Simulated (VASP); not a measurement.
Runs of VASP 6.6.1 on BeS. The structure is that of space group F-43m (No. 216), or close to it. The cells are those of the table. 

| cell | k mesh | smearing | gap on the mesh (eV) | pressure (GPa) |
| --- | --- | --- | --- | --- |
| a = 3.448 Å, angles 60.0°, 2 atoms | 10 × 10 × 10 | gaussian 0.05 eV | 3.15 | 0.1 |
| a = 3.448 Å, angles 60.0°, 2 atoms | 8 × 8 × 8 | gaussian 0.05 eV | 3.15 | 0.1 |
| a = 3.429 Å, angles 60.0°, 2 atoms | 6 × 6 × 6 | gaussian 0.1 eV | (a) | 1.6 |
| a = 3.448 Å, angles 60.0°, 2 atoms | 8 × 8 × 8 | gaussian 0.02 eV | 3.15 | 0.1 |

Alike in all rows: task single point; level PBE; potentials or basis VASP PAW PBE potentials, release 64 (Be, S); no spin polarisation; cutoff (eV) 600.

**Question.** Estimate the missing entries.

**Answer.** (a) 3.11.

A k mesh can miss the band edges.
